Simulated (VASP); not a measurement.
# C (Fd-3m) in VASP: notebook, part 2 of 2

VASP 6.6.1. Earlier steps stand in the parts before.

## Step 4: Relaxation of cell and atoms, PBEsol

This run uses another cell than the first one, of 5.70 Å³/atom, 1.016 times its volume.

INCAR reads:

```
SYSTEM = C
  PREC = Accurate
  ENCUT = 600
  EDIFF = 1E-6
  ISMEAR = -1
  SIGMA = 0.02
  LREAL = .False.
  LASPH = .True.
  NELM = 60
  ALGO = Normal
  ISIF = 3
  LWAVE = .False.
  LCHARG = .False.
  GGA = PS
  IBRION = 2
  NSW = 60
  EDIFFG = -0.005
```

KPOINTS reads:

```
regular mesh
0
Gamma
  16 16 16
  0 0 0
```

POSCAR reads:

```
C
1.0
    0.0000000000      1.7863159877      1.7863159877
    1.7863159877      0.0000000000      1.7863159877
    1.7863159877      1.7863159877      0.0000000000
C
2
Direct
   -0.1250000000     -0.1250000000     -0.1250000000
    0.1250000000      0.1250000000      0.1250000000
```

Potentials or basis: VASP PAW PBE potentials, release 64 (C).

Launch:

```
> cat potpaw_PBE.64/C/POTCAR > POTCAR
> mpirun -np 1 vasp_std > vasp.out
```

OUTCAR:

```text
SYSTEM = C
   PREC = Accurate
   ENCUT = 600
   EDIFF = 1E-6
   ISMEAR = -1
   LREAL = .False.
   LASPH = .True.
   NELM = 60
   ISIF = 3
   GGA = PS
   IBRION = 2
   NSW = 60
   EDIFFG = -0.005

 ion  position               nearest neighbor table
   1  0.875  0.875  0.875-   2 1.55   2 1.55   2 1.55   2 1.55
   2  0.125  0.125  0.125-   1 1.55   1 1.55   1 1.55   1 1.55

  LATTYP: Found a face centered cubic cell.
 ALAT       =     3.5726319754

  Lattice vectors:

 A1 = (   0.0000000000,   1.7863159877,   1.7863159877)
 A2 = (   1.7863159877,   0.0000000000,   1.7863159877)
 A3 = (   1.7863159877,   1.7863159877,   0.0000000000)

Analysis of symmetry for initial positions (statically):
=====================================================================
 Subroutine PRICEL returns:
 Original cell was already a primitive cell.

 Routine SETGRP: Setting up the symmetry group for a
 face centered cubic supercell.

 Subroutine GETGRP returns: Found 48 space group operations
 (whereof 12 operations were pure point group operations)
 out of a pool of 48 trial point group operations.

The static configuration has the point symmetry D_3d.
 The point group associated with its full space group is O_h .

Analysis of symmetry for dynamics (positions and initial velocities):
=====================================================================
 Subroutine PRICEL returns:
 Original cell was already a primitive cell.

 Routine SETGRP: Setting up the symmetry group for a
 face centered cubic supercell.

 Subroutine GETGRP returns: Found 48 space group operations
 (whereof 12 operations were pure point group operations)
 out of a pool of 48 trial point group operations.

The dynamic configuration has the point symmetry D_3d.
 The point group associated with its full space group is O_h .

 Subroutine INISYM returns: Found 48 space group operations
 (whereof 12 operations are pure point group operations),
 and found     1 'primitive' translations

----------------------------------------------------------------------------------------

                                     Primitive cell

  volume of cell :      11.4000

  direct lattice vectors                    reciprocal lattice vectors
     0.000000000  1.786315988  1.786315988    -0.279905685  0.279905685  0.279905685
     1.786315988  0.000000000  1.786315988     0.279905685 -0.279905685  0.279905685
     1.786315988  1.786315988  0.000000000     0.279905685  0.279905685 -0.279905685

  length of vectors
     2.526232296  2.526232296  2.526232296     0.484810868  0.484810868  0.484810868

  position of ions in fractional coordinates (direct lattice)
     0.875000000  0.875000000  0.875000000
     0.125000000  0.125000000  0.125000000

  ion indices of the primitive-cell ions
   primitive index   ion index
                 1           1
                 2           2

----------------------------------------------------------------------------------------
[... 52 lines left out ...]
   k-points           NKPTS =    145   k-points in BZ     NKDIM =    145   number of bands    NBANDS=      8
   number of dos      NEDOS =    301   number of ions     NIONS =      2
   total plane-waves  NPLWV =   8000
   dimension x,y,z NGX =    20 NGY =   20 NGZ =   20
   dimension x,y,z NGXF=    40 NGYF=   40 NGZF=   40
   ions per type =               2
   NGX,Y,Z   is equivalent  to a cutoff of  13.16, 13.16, 13.16 a.u.
   NGXF,Y,Z  is equivalent  to a cutoff of  26.32, 26.32, 26.32 a.u.
 SYSTEM =  C
   PREC   = accura    normal or accurate (medium, high low for compatibility)
   ISTART =      0    job   : 0-new  1-cont  2-samecut
   ICHARG =      2    charge: 1-file 2-atom 10-const
   ISPIN  =      1    spin polarized calculation?
   LNONCOLLINEAR =      F non collinear calculations
   LSORBIT =      F    spin-orbit coupling
   LASPH  =      T    aspherical Exc in radial PAW
   ENCUT  =  600.0 eV  44.10 Ry    6.64 a.u.   5.05  5.05  5.05*2*pi/ulx,y,z
   NELM   =     60;   NELMIN=  2; NELMDL= -5     # of ELM steps
   EDIFF  = 0.1E-05   stopping-criterion for ELM
   LREAL  =      F    real-space projection
   EDIFFG = -.5E-02   stopping-criterion for IOM
   NSW    =     60    number of steps for IOM
   IBRION =      2    ionic relax: 0-MD 1-quasi-New 2-CG
   NFREE  =      1    steps in history (QN), initial steepest desc. (CG)
   ISIF   =      3    stress and relaxation
   ISYM   =      2    0-nonsym 1-usesym 2-fastsym
   POTIM  = 0.5000    time-step for ionic-motion
   TEBEG  =    0.0;   TEEND  =   0.0 temperature during run
   PSTRESS=    0.0 pullay stress
   NELECT =       8.0000    total number of electrons
   NUPDOWN=      -1.0000    fix difference up-down
   EMIN   =  10.00;   EMAX   =-10.00  energy-range for DOS
   EFERMI =   0.00;   METHOD = LEGACY
   ISMEAR =    -1;   SIGMA  =   0.02  broadening in eV -4-tet -1-fermi 0-gaus
   EFERMI_NEDOS =   21; number of points for ismear=-14 and -15
   IALGO  =     38    algorithm
   IMIX   =      4    mixing-type and parameters
     AMIX     =   0.40;   BMIX     =  1.00
     AMIX_MAG =   1.60;   BMIX_MAG =  1.00
  volume/ion in A,a.u.               =       5.70        38.47
  Fermi-wavevector in a.u.,A,eV,Ry     =   1.454800  2.749173 28.795945  2.116442
  Thomas-Fermi vector in A             =   2.571908
   LORBIT       =      0    0 simple, 1 ext, 2 COOP (PROOUT), +10 PAW based schemes
   GGA     = PS    functional components
   LHFCALC =     F    Hartree Fock is set to
   AEXX    =    0.0000 exact exchange contribution
   IVDW    =     0    specifies the selected vdW correction
   LEPSILON=     F    determine dielectric tensor
   LRPA    =     F    only Hartree local field effects (RPA)
 conjugate gradient relaxation of ions
 non-spin polarized calculation
  energy-cutoff  :      600.00
  volume of cell :       11.40
 maximum number of plane-waves:       392
   NGX =  9   NGY =  9   NGZ =  9

--------------------------------------- Ionic step        1  -------------------------------------------

 number of electron       7.9999999 magnetization

 Free energy of the ion-electron system (eV)
  ---------------------------------------------------
  ext. energy  EPLUGINS =         0.00000000
  ---------------------------------------------------
  free energy    TOTEN  =       -19.25153159 eV

  energy without entropy =      -19.25153159  energy(sigma->0) =      -19.25153159

------------------------ aborting loop because EDIFF is reached ----------------------------------------

  FORCE on cell =-STRESS in cart. coord.  units (eV):
  Direction    XX          YY          ZZ          XY          YZ          ZX
  --------------------------------------------------------------------------------------
  -------------------------------------------------------------------------------------
  Total       -0.4654331     -0.4654331     -0.4654331      0.0000000     -0.0000000      0.0000000
  in kB      -65.4128349    -65.4128349    -65.4128349      0.0000000     -0.0000000      0.0000000
  external PRESSURE =     -65.4128349 kB  Pullay stress =       0.0000000 kB
[... 59 lines left out ...]
--------------------------------------- Ionic step        3  -------------------------------------------

 number of electron       7.9999999 magnetization

 Free energy of the ion-electron system (eV)
  ---------------------------------------------------
  ext. energy  EPLUGINS =         0.00000000
  ---------------------------------------------------
  free energy    TOTEN  =       -19.25503143 eV

  energy without entropy =      -19.25503143  energy(sigma->0) =      -19.25503143

 E-fermi :  10.1848     XC(G=0): -13.4820

 val. band max:        9.8524932041   @ k =   0.0000   0.0000   0.0000
 cond. band min:      13.8797099892   @ k =   0.3750   0.3750   0.0000
 fundamental gap:      4.0272167851
 Fermi energy:        10.1847972812

 k-point     1 :       0.0000    0.0000    0.0000
  band No.  band energies     occupation
      1     -11.8030      2.00000
      2       9.8525      2.00000
      3       9.8525      2.00000
      4       9.8525      2.00000
      5      15.4193      0.00000
      6      15.4193      0.00000
      7      15.4193      0.00000
      8      23.4482      0.00000
[... 243 lines left out ...]
 k-point    24 :      -0.0625    0.0625    0.0000
  band No.  band energies     occupation
      1     -11.5122      2.00000
      2       8.4132      2.00000
      3       8.7547      2.00000
      4       9.6709      2.00000
      5      15.7148      0.00000
      6      16.2516      0.00000
      7      16.5543      0.00000
      8      23.6338      0.00000

 [... further k-points ...]

------------------------ aborting loop because EDIFF is reached ----------------------------------------

  FORCE on cell =-STRESS in cart. coord.  units (eV):
  Direction    XX          YY          ZZ          XY          YZ          ZX
  --------------------------------------------------------------------------------------
  -------------------------------------------------------------------------------------
  Total       -0.0016347     -0.0016347     -0.0016347     -0.0000000     -0.0000000     -0.0000000
  in kB       -0.2331985     -0.2331985     -0.2331985     -0.0000000     -0.0000000     -0.0000000
  external PRESSURE =      -0.2331985 kB  Pullay stress =       0.0000000 kB
[... 17 lines left out ...]
  FREE ENERGIE OF THE ION-ELECTRON SYSTEM (eV)
  ---------------------------------------------------
  free  energy   TOTEN  =       -19.2550314300 eV

  energy  without entropy=      -19.2550314300  energy(sigma->0) =      -19.25503143

 reached required accuracy - stopping structural energy minimisation
```

Wall time 22 s (1 thread of Intel Xeon Platinum 8259CL at 2.50GHz (Skylake/Cascade Lake), shared host); peak memory 0.12 GiB.

Results:

* Free energy: -19.2550 eV
* Relaxed volume: 5.62 Å³/atom
* Relaxed cell: a = 2.514 Å, b = 2.514 Å, c = 2.514 Å, α = 60.00°, β = 60.00°, γ = 60.00°
* Space group after relaxing (to 0.05 Å): Fd-3m (No. 227)
* Energy gained by relaxing: 1.7 meV/atom
* Ionic steps: 3
* Pressure after relaxing: 0.0 GPa
* Band gap on the k mesh: 4.03 eV, indirect (least direct gap 5.57 eV)

The path:
```csv
step,energy change (eV),largest force (eV/Å),pressure (GPa),volume (Å³)
1,0.0000,0.0000,-6.54,11.40
2,0.0022,0.0000,8.80,11.02
3,-0.0035,0.0000,-0.02,11.23
```

Final structure:
```yaml
crystal:
  lattice:
    - [0.00000, 1.77746, 1.77746]
    - [1.77746, 0.00000, 1.77746]
    - [1.77746, 1.77746, 0.00000]
  atoms:
    - { symbol: C, position: [0.87500, 0.87500, 0.87500] }
    - { symbol: C, position: [0.12500, 0.12500, 0.12500] }
```

Caveat: the PAW data sets were made with another functional, which shifts forces and pressure a little. PBEsol gaps usually lie below the measured ones, often by a third to a half.

## Step 5: Single point, PBEsol

INCAR reads:

```
PREC = Accurate ; ENCUT = 910
EDIFF = 1E-6 ; ISMEAR = -1
SIGMA = 0.02 ; LREAL = False
LASPH = True ; NELM = 120
ALGO = Normal ; ISIF = 2
LWAVE = False ; LCHARG = False
GGA = PS ; NBANDS = 11
GGA_COMPAT = False
```

KPOINTS reads:

```
Automatic mesh
0
Gamma
  16 16 16
```

POSCAR reads:

```
C
1.0
    0.0000000000      1.7769057191      1.7769057191
    1.7769057191      0.0000000000      1.7769057191
    1.7769057191      1.7769057191      0.0000000000
C
2
Direct
   -0.1250000000     -0.1250000000     -0.1250000000
    0.1250000000      0.1250000000      0.1250000000
```

Potentials or basis: VASP PAW PBE potentials, release 64 (C_h).

Launch:

```
> cat potpaw_PBE.64/C_h/POTCAR > POTCAR
> mpirun -np 1 vasp_std > vasp.out
```

OUTCAR:

```text
PREC = Accurate
   ENCUT = 910
   EDIFF = 1E-6
   ISMEAR = -1
   LREAL = False
   LASPH = True
   NELM = 120
   ISIF = 2
   GGA = PS

 ion  position               nearest neighbor table
   1  0.875  0.875  0.875-
   2  0.125  0.125  0.125-

  LATTYP: Found a face centered cubic cell.
 ALAT       =     3.5538114382

  Lattice vectors:

 A1 = (   0.0000000000,   1.7769057191,   1.7769057191)
 A2 = (   1.7769057191,   0.0000000000,   1.7769057191)
 A3 = (   1.7769057191,   1.7769057191,   0.0000000000)

Analysis of symmetry for initial positions (statically):
=====================================================================
 Subroutine PRICEL returns:
 Original cell was already a primitive cell.

 Routine SETGRP: Setting up the symmetry group for a
 face centered cubic supercell.

 Subroutine GETGRP returns: Found 48 space group operations
 (whereof 12 operations were pure point group operations)
 out of a pool of 48 trial point group operations.

[... 169 lines left out ...]
 Fermi energy:        11.4298708940

 k-point     1 :       0.0000    0.0000    0.0000
  band No.  band energies     occupation
      1     -10.5755      2.00000
      2      11.0903      2.00000
      3      11.0903      2.00000
      4      11.0903      2.00000
      5      16.6652      0.00000
      6      16.6652      0.00000
      7      16.6652      0.00000
      8      24.7148      0.00000
      9      30.1943      0.00000
     10      37.6468      0.00000
     11      37.6468      0.00000
[... 309 lines left out ...]
 k-point    24 :      -0.0625    0.0625    0.0000
  band No.  band energies     occupation
      1     -10.2842      2.00000
      2       9.6517      2.00000
      3       9.9929      2.00000
      4      10.9091      2.00000
      5      16.9610      0.00000
      6      17.4975      0.00000
      7      17.8007      0.00000
      8      24.8995      0.00000
      9      30.6761      0.00000
     10      34.1548      0.00000
     11      35.4654      0.00000

 [... further k-points ...]

------------------------ aborting loop because EDIFF is reached ----------------------------------------

  FORCE on cell =-STRESS in cart. coord.  units (eV):
  Direction    XX          YY          ZZ          XY          YZ          ZX
  --------------------------------------------------------------------------------------
  -------------------------------------------------------------------------------------
  Total       -0.0005275     -0.0005275     -0.0005275      0.0000000      0.0000000      0.0000000
  in kB       -0.0753263     -0.0753263     -0.0753263      0.0000000      0.0000000      0.0000000
  external PRESSURE =      -0.0753263 kB  Pullay stress =       0.0000000 kB

 VOLUME and BASIS-vectors are now :
 -----------------------------------------------------------------------------
  energy-cutoff  :      910.00
  volume of cell :       11.22
      direct lattice vectors                 reciprocal lattice vectors
     0.000000000  1.776905719  1.776905719    -0.281388030  0.281388030  0.281388030
     1.776905719  0.000000000  1.776905719     0.281388030 -0.281388030  0.281388030
     1.776905719  1.776905719  0.000000000     0.281388030  0.281388030 -0.281388030

 POSITION                                       TOTAL-FORCE (eV/Angst)
 -----------------------------------------------------------------------------------
      3.10959      3.10959      3.10959        -0.000000     -0.000000     -0.000000
      0.44423      0.44423      0.44423         0.000000      0.000000      0.000000
 -----------------------------------------------------------------------------------
    total drift:                                0.000000     -0.000000     -0.000000

  FREE ENERGIE OF THE ION-ELECTRON SYSTEM (eV)
  ---------------------------------------------------
  free  energy   TOTEN  =       -19.2763226660 eV

  energy  without entropy=      -19.2763226660  energy(sigma->0) =      -19.27632267
```

OSZICAR:

```text
N       E                     dE             d eps       ncg     rms          rms(c)
DAV:   1     0.723722606947E+01    0.72372E+01   -0.63766E+03  3206   0.108E+03
DAV:   2    -0.191158113339E+02   -0.26353E+02   -0.24887E+02  4599   0.159E+02
DAV:   3    -0.199302294091E+02   -0.81442E+00   -0.81171E+00  3849   0.224E+01
DAV:   4    -0.199324597289E+02   -0.22303E-02   -0.22302E-02  3458   0.129E+00
DAV:   5    -0.199324623441E+02   -0.26152E-05   -0.26146E-05  3711   0.464E-02    0.475E+00
DAV:   6    -0.194466174071E+02    0.48584E+00   -0.24605E-01  3337   0.344E+00    0.258E+00
DAV:   7    -0.192756254093E+02    0.17099E+00   -0.29976E-01  3568   0.381E+00    0.330E-01
DAV:   8    -0.192762971067E+02   -0.67170E-03   -0.74855E-03  3366   0.787E-01    0.259E-02
DAV:   9    -0.192763155113E+02   -0.18405E-04   -0.15529E-05  3870   0.393E-02    0.157E-02
DAV:  10    -0.192763229340E+02   -0.74228E-05   -0.42451E-06  3533   0.185E-02    0.218E-03
DAV:  11    -0.192763226660E+02    0.26803E-06   -0.11299E-07  2038   0.328E-03
   1 F= -.19276323E+02 E0= -.19276323E+02  d E =-.222913E-10
```

stdout:

```text
POSCAR found type information on POSCAR C
 POSCAR found :  1 types and       2 ions
 scaLAPACK will be used
 -----------------------------------------------------------------------------
|                                                                             |
|                                                                             |
|     You enforced a specific xc type in the INCAR file but a different       |
|     I HOPE YOU KNOW WHAT YOU ARE DOING!                                     |
|                                                                             |
 -----------------------------------------------------------------------------

 LDA part: xc-table for (Slater+PW92), standard interpolation
 POSCAR, INCAR and KPOINTS ok, starting setup
 FFT: planning ... GRIDC
 FFT: planning ... GRID_SOFT
 FFT: planning ... GRID
 WAVECAR not read
 entering main loop
```

It took 18 s on 1 thread of Intel Xeon 6975P-C (Granite Rapids), shared host; peak memory 0.16 GiB.

What came out:

```
Free energy            : -19.2763 eV
Pressure               : 0.0 GPa
Band gap on the k mesh : 4.03 eV, indirect (least direct gap 5.57 eV)
```

Levels at points of the mesh, in eV from the valence-band top:
```
           k point  band 2  band 3  band 4  band 5  band 6  band 7
(0.00, 0.00, 0.00)    0.00    0.00    0.00    5.57    5.57    5.57
(0.50, 0.00, 0.00)  -13.58   -2.84   -2.84    8.43    8.43    8.99
(0.50, 0.50, 0.00)  -12.85   -6.40   -6.40    4.63    4.63   16.95
```

Caveat: the cutoff is under 1.25 times the usual one of these potentials, so pressure, stress and relaxed cells hold a basis-set (Pulay) error; the PAW data sets were made with another functional, which shifts forces and pressure a little.

## Step 6: Overview

| task | potentials or basis | cell | k mesh | cutoff (eV) | second run | gap on the mesh (eV) | pressure (GPa) |
| --- | --- | --- | --- | --- | --- | --- | --- |
| single point | VASP PAW PBE potentials, release 64 (C) | a = 2.513 Å, angles 60.0°, 2 atoms | 16 × 16 × 16 | 520 | - | 4.03 | 1.1 |
| single point | VASP PAW PBE potentials, release 64 (C) | a = 2.513, b = 2.513, c = 3.554 Å, 4 atoms | 12 × 12 × 9 | 520 | - | 4.04 | 1.1 |
| relaxation of cell and atoms | VASP PAW PBE potentials, release 64 (C) | relaxed from a = 2.526 Å, angles 60.0°, 2 atoms | 16 × 16 × 16 | 600 | - | 4.03 | 0.0 |
| single point | VASP PAW PBE potentials, release 64 (C_h) | a = 2.513 Å, angles 60.0°, 2 atoms | 16 × 16 × 16 | 910 | hard_potentials | 4.03 | 0.0 |

Alike in all rows: level PBEsol; no spin polarisation; smearing fermi-dirac 0.02 eV.

Caveats: the PAW data sets were made with another functional, which shifts forces and pressure a little; the cutoff is under 1.25 times the usual one of these potentials, so pressure, stress and relaxed cells hold a basis-set (Pulay) error (some runs).

Total energies depend on the potentials used, so only differences within one code and one set of settings carry meaning.
